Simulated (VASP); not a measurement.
# Sb3O (P6_3/mmc) in VASP: further runs

Runs on Sb3O. Level: PBE. Tasks: single point, relaxation of cell and atoms.

All numbers are computed with VASP 6.6.1; they aren't measurements. Logs are shortened: lines on timing, memory, paths and dates and some standing lists are left out, and cuts for length are marked.

### 1 The cell of the first run

It takes space group P6_3/mmc (No. 194, hexagonal). Conventional cell: a = 7.464 Å, b = 7.464 Å, c = 3.778 Å, α = 90.00°, β = 90.00°, γ = 120.00°. Within 3.5 Å of Sb (site symmetry mm2) lie 2 O at 2.63 Å and 6 Sb at 3.12 to 3.16 Å. O (site symmetry -6m2) has 6 Sb at 2.63 Å within 3.5 Å.

### 2 Single point, PBE

Contents of INCAR:

```
SYSTEM = Sb3O
ALGO = Normal
EDIFF = 1E-6
ENCUT = 520
GGA = PE
ISIF = 2
ISMEAR = 0
LASPH = .True.
LCHARG = .False.
LREAL = .False.
LWAVE = .False.
NBANDS = 31
NELM = 100
PREC = Accurate
SIGMA = 0.1
```

Contents of KPOINTS:

```
k-points
0
Gamma
  6 6 8
  0 0 0
```

Contents of POSCAR:

```
Sb3O
1.0
    7.4638739671      0.0000000000      0.0000000000
   -3.7319369835      6.4639044662      0.0000000000
    0.0000000000      0.0000000000      3.7781158375
Sb O
6 2
Direct
    0.8077966121      0.6155932242      0.2500000000
    0.1922033879      0.8077966121      0.7500000000
    0.3844067758      0.1922033879      0.2500000000
    0.1922033879      0.3844067758      0.7500000000
    0.8077966121      0.1922033879      0.2500000000
    0.6155932242      0.8077966121      0.7500000000
    0.3333333333      0.6666666667      0.2500000000
    0.6666666667      0.3333333333      0.7500000000
```

Potentials or basis: VASP PAW PBE potentials, release 64 (Sb, O).

Run with:

```
$ cat potpaw_PBE.64/Sb/POTCAR potpaw_PBE.64/O/POTCAR > POTCAR
$ mpirun -np 1 vasp_std > vasp.out
```

OUTCAR:

```text
SYSTEM = Sb3O
   EDIFF = 1E-6
   ENCUT = 520
   GGA = PE
   ISIF = 2
   ISMEAR = 0
   LASPH = .True.
   LREAL = .False.
   NELM = 100
   PREC = Accurate

 ion  position               nearest neighbor table
   1  0.808  0.616  0.250-   8 2.63   8 2.63   6 3.12   6 3.12   2 3.12   2 3.12   5 3.16   3 3.16

   2  0.192  0.808  0.750-   7 2.63   7 2.63   1 3.12   1 3.12   3 3.12   3 3.12   6 3.16   4 3.16

   3  0.384  0.192  0.250-   8 2.63   8 2.63   4 3.12   4 3.12   2 3.12   2 3.12   5 3.16   1 3.16

   4  0.192  0.384  0.750-   7 2.63   7 2.63   3 3.12   3 3.12   5 3.12   5 3.12   2 3.16   6 3.16

   5  0.808  0.192  0.250-   8 2.63   8 2.63   4 3.12   4 3.12   6 3.12   6 3.12   3 3.16   1 3.16

   6  0.616  0.808  0.750-   7 2.63   7 2.63   1 3.12   1 3.12   5 3.12   5 3.12   2 3.16   4 3.16

   7  0.333  0.667  0.250-   2 2.63   2 2.63   6 2.63   6 2.63   4 2.63   4 2.63
   8  0.667  0.333  0.750-   5 2.63   5 2.63   3 2.63   3 2.63   1 2.63   1 2.63

  LATTYP: Found a hexagonal cell.
 ALAT       =     7.4638739671
 C/A-ratio  =     0.5061869820

  Lattice vectors:

 A1 = (   7.4638739671,   0.0000000000,   0.0000000000)
 A2 = (  -3.7319369835,   6.4639044662,   0.0000000000)
 A3 = (   0.0000000000,   0.0000000000,   3.7781158375)

Analysis of symmetry for initial positions (statically):
=====================================================================
 Subroutine PRICEL returns:
 Original cell was already a primitive cell.

 Routine SETGRP: Setting up the symmetry group for a
 hexagonal supercell.

 Subroutine GETGRP returns: Found 24 space group operations
 (whereof 12 operations were pure point group operations)
 out of a pool of 24 trial point group operations.

The static configuration has the point symmetry D_3d.
 The point group associated with its full space group is D_6h.

Analysis of symmetry for dynamics (positions and initial velocities):
=====================================================================
 Subroutine PRICEL returns:
 Original cell was already a primitive cell.

 Routine SETGRP: Setting up the symmetry group for a
 hexagonal supercell.

 Subroutine GETGRP returns: Found 24 space group operations
 (whereof 12 operations were pure point group operations)
 out of a pool of 24 trial point group operations.

The dynamic configuration has the point symmetry D_3d.
 The point group associated with its full space group is D_6h.

 Subroutine INISYM returns: Found 24 space group operations
 (whereof 12 operations are pure point group operations),
 and found     1 'primitive' translations

----------------------------------------------------------------------------------------

                                     Primitive cell

  volume of cell :     182.2781

  direct lattice vectors                    reciprocal lattice vectors
     7.463873967  0.000000000  0.000000000     0.133978682  0.077352628  0.000000000
    -3.731936983  6.463904466  0.000000000     0.000000000  0.154705257  0.000000000
     0.000000000  0.000000000  3.778115838     0.000000000  0.000000000  0.264682197

  length of vectors
     7.463873967  7.463873967  3.778115838     0.154705257  0.154705257  0.264682197

  position of ions in fractional coordinates (direct lattice)
     0.807796612  0.615593224  0.250000000
     0.192203388  0.807796612  0.750000000
     0.384406776  0.192203388  0.250000000
     0.192203388  0.384406776  0.750000000
     0.807796612  0.192203388  0.250000000
     0.615593224  0.807796612  0.750000000
     0.333333333  0.666666667  0.250000000
     0.666666667  0.333333333  0.750000000

  ion indices of the primitive-cell ions
   primitive index   ion index
                 1           1
                 2           2
                 3           3
                 4           4
                 5           5
                 6           6
                 7           7
                 8           8

----------------------------------------------------------------------------------------

 KPOINTS: k-points

Automatic generation of k-mesh.
 Grid dimensions read from file:
 generate k-points for:    6    6    8

 Generating k-lattice:

  Cartesian coordinates                     Fractional coordinates (reciprocal lattice)
     0.022329780  0.012892105  0.000000000     0.166666667  0.000000000  0.000000000
     0.000000000  0.025784209  0.000000000     0.000000000  0.166666667  0.000000000
     0.000000000  0.000000000  0.033085275     0.000000000  0.000000000  0.125000000

  Length of vectors
     0.025784209  0.025784209  0.033085275

  Shift w.r.t. Gamma in fractional coordinates (k-lattice)
     0.000000000  0.000000000  0.000000000

 Subroutine IBZKPT returns following result:
 ===========================================

 Found     35 irreducible k-points:

 Following reciprocal coordinates:
            Coordinates               Weight
  0.000000  0.000000  0.000000      1.000000
  0.166667  0.000000  0.000000      6.000000
  0.333333  0.000000  0.000000      6.000000
  0.500000  0.000000  0.000000      3.000000
  0.166667  0.166667  0.000000      6.000000
  0.333333  0.166667  0.000000     12.000000
[... 16 lines left out ...]
  0.166667  0.000000  0.375000     12.000000
  0.333333  0.000000  0.375000     12.000000
 [... further k-points ...]
   k-points           NKPTS =     35   k-points in BZ     NKDIM =     35   number of bands    NBANDS=     31
   number of dos      NEDOS =    301   number of ions     NIONS =      8
   total plane-waves  NPLWV =  87808
   dimension x,y,z NGX =    56 NGY =   56 NGZ =   28
   dimension x,y,z NGXF=   112 NGYF=  112 NGZF=   56
   ions per type =               6   2
   NGX,Y,Z   is equivalent  to a cutoff of  12.47, 12.47, 12.32 a.u.
   NGXF,Y,Z  is equivalent  to a cutoff of  24.95, 24.95, 24.64 a.u.
 SYSTEM =  Sb3O
   PREC   = accura    normal or accurate (medium, high low for compatibility)
   ISTART =      0    job   : 0-new  1-cont  2-samecut
   ICHARG =      2    charge: 1-file 2-atom 10-const
   ISPIN  =      1    spin polarized calculation?
   LNONCOLLINEAR =      F non collinear calculations
   LSORBIT =      F    spin-orbit coupling
   LASPH  =      T    aspherical Exc in radial PAW
   ENCUT  =  520.0 eV  38.22 Ry    6.18 a.u.  13.88 13.88  7.02*2*pi/ulx,y,z
   NELM   =    100;   NELMIN=  2; NELMDL= -5     # of ELM steps
   EDIFF  = 0.1E-05   stopping-criterion for ELM
   LREAL  =      F    real-space projection
   EDIFFG = 0.1E-04   stopping-criterion for IOM
   NSW    =      0    number of steps for IOM
   IBRION =     -1    ionic relax: 0-MD 1-quasi-New 2-CG
   NFREE  =      0    steps in history (QN), initial steepest desc. (CG)
   ISIF   =      2    stress and relaxation
   ISYM   =      2    0-nonsym 1-usesym 2-fastsym
   POTIM  = 0.5000    time-step for ionic-motion
   TEBEG  =    0.0;   TEEND  =   0.0 temperature during run
   PSTRESS=    0.0 pullay stress
   NELECT =      42.0000    total number of electrons
   NUPDOWN=      -1.0000    fix difference up-down
   EMIN   =  10.00;   EMAX   =-10.00  energy-range for DOS
   EFERMI =   0.00;   METHOD = LEGACY
   ISMEAR =     0;   SIGMA  =   0.10  broadening in eV -4-tet -1-fermi 0-gaus
   EFERMI_NEDOS =   21; number of points for ismear=-14 and -15
   IALGO  =     38    algorithm
   IMIX   =      4    mixing-type and parameters
     AMIX     =   0.40;   BMIX     =  1.00
     AMIX_MAG =   1.60;   BMIX_MAG =  1.00
  volume/ion in A,a.u.               =      22.78       153.76
  Fermi-wavevector in a.u.,A,eV,Ry     =   1.003644  1.896612 13.705170  1.007302
  Thomas-Fermi vector in A             =   2.136209
   LORBIT       =      0    0 simple, 1 ext, 2 COOP (PROOUT), +10 PAW based schemes
   GGA     = PE    functional components
   LHFCALC =     F    Hartree Fock is set to
   AEXX    =    0.0000 exact exchange contribution
   IVDW    =     0    specifies the selected vdW correction
   LEPSILON=     F    determine dielectric tensor
   LRPA    =     F    only Hartree local field effects (RPA)
 non-spin polarized calculation
 Gauss-broadening in eV      SIGMA  =   0.10
  energy-cutoff  :      520.00
  volume of cell :      182.28
 maximum number of plane-waves:      4930
 NGX is ok and might be reduce to    56
   NGX = 27   NGY = 27   NGZ = 15

 number of electron      41.9999993 magnetization

 Free energy of the ion-electron system (eV)
  ---------------------------------------------------
  ext. energy  EPLUGINS =         0.00000000
  ---------------------------------------------------
  free energy    TOTEN  =       -34.46821319 eV

  energy without entropy =      -34.44475630  energy(sigma->0) =      -34.45648475

 E-fermi :   7.5992     XC(G=0): -10.1152

 val. band max:        7.5966896322   @ k =   0.3333   0.1667   0.1250
 cond. band min:       7.6024767589   @ k =   0.1667   0.1667   0.0000
 fundamental gap:      0.0057871267
 Fermi energy:         7.5992139881

 k-point     1 :       0.0000    0.0000    0.0000
  band No.  band energies     occupation
      1     -10.2857      2.00000
      2     -10.1543      2.00000
      3      -4.1187      2.00000
      4      -2.6884      2.00000
      5      -2.6884      2.00000
      6      -1.5158      2.00000
[... 23 lines left out ...]
     30      10.6958      0.00000
     31      11.0437      0.00000

 k-point     2 :       0.1667    0.0000    0.0000
  band No.  band energies     occupation
      1     -10.2772      2.00000
      2     -10.1614      2.00000
      3      -4.0909      2.00000
      4      -2.8742      2.00000
      5      -2.8085      2.00000
      6      -1.4104      2.00000
[... 23 lines left out ...]
     30      11.4638      0.00000
     31      11.5910      0.00000

 k-point     3 :       0.3333    0.0000    0.0000
  band No.  band energies     occupation
      1     -10.2558      2.00000
      2     -10.1803      2.00000
      3      -4.0180      2.00000
      4      -3.1822      2.00000
      5      -2.9809      2.00000
      6      -1.2898      2.00000
[... 703 lines left out ...]
     30      10.4853      0.00000
     31      11.4795      0.00000

 k-point    24 :       0.3333    0.0000    0.3750
  band No.  band energies     occupation
      1      -9.9937      2.00000
      2      -9.9660      2.00000
      3      -3.2852      2.00000
      4      -2.6397      2.00000
      5      -1.8724      2.00000
      6      -1.6614      2.00000
[... 23 lines left out ...]
     30      11.5652      0.00000
     31      11.6947      0.00000

 [... further k-points ...]

------------------------ aborting loop because EDIFF is reached ----------------------------------------

  FORCE on cell =-STRESS in cart. coord.  units (eV):
  Direction    XX          YY          ZZ          XY          YZ          ZX
  --------------------------------------------------------------------------------------
  -------------------------------------------------------------------------------------
  Total       -0.2423055     -0.2423055     -0.3913273     -0.0000000     -0.0000000     -0.0000000
  in kB       -2.1298030     -2.1298030     -3.4396659     -0.0000000     -0.0000000     -0.0000000
  external PRESSURE =      -2.5664240 kB  Pullay stress =       0.0000000 kB

 VOLUME and BASIS-vectors are now :
 -----------------------------------------------------------------------------
  energy-cutoff  :      520.00
  volume of cell :      182.28
      direct lattice vectors                 reciprocal lattice vectors
     7.463873967  0.000000000  0.000000000     0.133978682  0.077352628  0.000000000
    -3.731936983  6.463904466  0.000000000     0.000000000  0.154705257  0.000000000
     0.000000000  0.000000000  3.778115838     0.000000000  0.000000000  0.264682197

 POSITION                                       TOTAL-FORCE (eV/Angst)
 -----------------------------------------------------------------------------------
      3.73194      3.97914      0.94453        -0.000000     -0.029108      0.000000
     -1.58006      5.22152      2.83359         0.025208     -0.014554     -0.000000
      2.15187      1.24238      0.94453         0.025208      0.014554     -0.000000
      0.00000      2.48477      2.83359         0.000000      0.029108     -0.000000
      5.31200      1.24238      0.94453        -0.025208      0.014554     -0.000000
      1.58006      5.22152      2.83359        -0.025208     -0.014554      0.000000
     -0.00000      4.30927      0.94453        -0.000000      0.000000      0.000000
      3.73194      2.15463      2.83359        -0.000000      0.000000      0.000000
 -----------------------------------------------------------------------------------
    total drift:                               -0.000000      0.000000      0.000000

  FREE ENERGIE OF THE ION-ELECTRON SYSTEM (eV)
  ---------------------------------------------------
  free  energy   TOTEN  =       -34.4682131934 eV

  energy  without entropy=      -34.4447562975  energy(sigma->0) =      -34.45648475
```

It took 6.6 min on 1 thread of Intel Xeon 8259CL, shared host; peak memory 0.38 GiB.

Results:

```yaml
Free_energy: -34.4682 eV
Pressure: -0.3 GPa
Largest_force: 0.029 eV/Å
Band_gap_on_the_k_mesh: zero (bands 21 and 22 overlap by 1.88 eV)
```

Forces in eV/Å, atoms in the order of the input:
```
Sb   0.000 -0.029  0.000
Sb   0.025 -0.015  0.000
Sb   0.025  0.015  0.000
Sb   0.000  0.029  0.000
Sb  -0.025  0.015  0.000
Sb  -0.025 -0.015  0.000
O    0.000  0.000  0.000
O    0.000  0.000  0.000
```

Stress tensor (GPa, compression positive):
```
-0.21  0.00  0.00
 0.00 -0.21  0.00
 0.00  0.00 -0.34
```

Caveat: spin-orbit coupling is left out, which moves the levels of the heavy elements.

### 3 Relaxation of cell and atoms, PBE

This run uses another cell than the first one, of 21.47 Å³/atom.

Contents of INCAR:

```
PREC = Accurate
ENCUT = 600
EDIFF = 1E-6
ISMEAR = 0
SIGMA = 0.1
LREAL = False
LASPH = True
NELM = 60
ALGO = Normal
ISIF = 3
LWAVE = False
LCHARG = False
GGA = PE
IBRION = 2
NSW = 100
EDIFFG = -0.01
```

Contents of KPOINTS:

```
regular mesh
0
Gamma
  6 6 8
```

Contents of POSCAR:

```
Sb3O
1.0
    6.2897600985      0.0000000000      0.0000000000
   -3.1448800492      5.4470920290      0.0000000000
    0.0000000000      0.0000000000      5.0140067011
Sb O
6 2
Direct
    0.8262051388      0.6524102776      0.2500000000
    0.1737948612      0.8262051388      0.7500000000
    0.3475897224      0.1737948612      0.2500000000
    0.1737948612      0.3475897224      0.7500000000
    0.8262051388      0.1737948612      0.2500000000
    0.6524102776      0.8262051388      0.7500000000
    0.3333333333      0.6666666667      0.2500000000
    0.6666666667      0.3333333333      0.7500000000
```

Potentials or basis: VASP PAW PBE potentials, release 64 (Sb, O).

Run with:

```
$ cat potpaw_PBE.64/Sb/POTCAR potpaw_PBE.64/O/POTCAR > POTCAR
$ mpirun -np 1 vasp_std > vasp.out
```

Run time: 55 min. Hardware: 1 thread of Intel Xeon 8259CL, shared host; peak memory 0.43 GiB.

Results (log left out):

| Item | Value |
| --- | --- |
| Free energy | -34.4511 eV |
| Relaxed volume | 22.62 Å³/atom |
| Relaxed cell | a = 7.429 Å, b = 7.429 Å, c = 3.786 Å, α = 90.00°, β = 90.00°, γ = 120.00° |
| Space group after relaxing (to 0.1 Å) | P6_3/mmc (No. 194) |
| Energy gained by relaxing | 270.8 meV/atom |
| Ionic steps | 18 |
| Pressure after relaxing | 0.0 GPa |
| Largest force after relaxing | 0.007 eV/Å |
| Band gap on the k mesh | zero (bands 21 and 22 overlap by 1.88 eV) |

Forces on the atoms (eV/Å):
```
Sb   0.000  0.007  0.000
Sb  -0.006  0.004  0.000
Sb  -0.006 -0.004  0.000
Sb   0.000 -0.007  0.000
Sb   0.006 -0.004  0.000
Sb   0.006  0.004  0.000
O    0.000  0.000  0.000
O    0.000  0.000  0.000
```

Stress tensor (GPa, compression positive):
```
 0.07  0.00  0.00
 0.00  0.07  0.00
 0.00  0.00 -0.03
```

The path:
```csv
step,energy change (eV),largest force (eV/Å),pressure (GPa),volume (Å³)
1,0.0000,0.2645,0.17,171.78
2,-0.0821,0.3111,-0.20,172.30
3,-0.3549,0.5608,-0.64,173.42
4,-1.4681,0.4346,-0.15,173.58
5,-0.8958,0.7635,14.04,164.46
6,-1.9959,0.2072,5.28,170.19
7,-2.0364,0.0949,4.03,170.98
8,-2.0260,0.1410,4.59,170.63
9,-2.0761,0.1614,3.72,173.11
10,-2.1096,0.1736,2.47,177.09
11,-2.1107,0.1746,2.17,178.12
12,-2.1340,0.1375,1.59,178.93
13,-2.1655,0.0370,0.00,181.35
14,-2.1656,0.0312,-0.08,181.49
15,-2.1657,0.0282,-0.08,181.42
16,-2.1660,0.0196,-0.02,181.23
17,-2.1662,0.0022,0.05,180.83
18,-2.1662,0.0073,0.04,180.95
```

Final structure:
```yaml
crystal:
  lattice:
    - [7.42906, 0.00000, 0.00000]
    - [-3.71453, 6.43375, 0.00000]
    - [0.00000, 0.00000, 3.78574]
  atoms:
    - { symbol: Sb, position: [0.80749, 0.61497, 0.25000] }
    - { symbol: Sb, position: [0.19251, 0.80749, 0.75000] }
    - { symbol: Sb, position: [0.38503, 0.19251, 0.25000] }
    - { symbol: Sb, position: [0.19251, 0.38503, 0.75000] }
    - { symbol: Sb, position: [0.80749, 0.19251, 0.25000] }
    - { symbol: Sb, position: [0.61497, 0.80749, 0.75000] }
    - { symbol: O, position: [0.33333, 0.66667, 0.25000] }
    - { symbol: O, position: [0.66667, 0.33333, 0.75000] }
```

Levels at points of the mesh, in eV from the Fermi level:
```
           k point  band 18  band 19  band 20  band 21  band 22  band 23  band 24  band 25
(0.00, 0.00, 0.00)    -1.11     0.14     0.32     0.32     0.49     0.49     0.84     2.23
(0.50, 0.00, 0.00)    -0.66    -0.58    -0.24     0.26     0.86     0.99     1.40     1.44
(0.00, 0.00, 0.50)    -1.89    -0.36    -0.36     0.65     0.65     0.78     0.78     2.06
(0.50, 0.00, 0.50)    -1.97    -1.39    -1.39    -1.22    -1.22     0.67     0.67     1.88
```

Caveat: a cell axis changed by over 15 % at a fixed basis, so the end point is rough; spin-orbit coupling is left out, which moves the levels of the heavy elements.
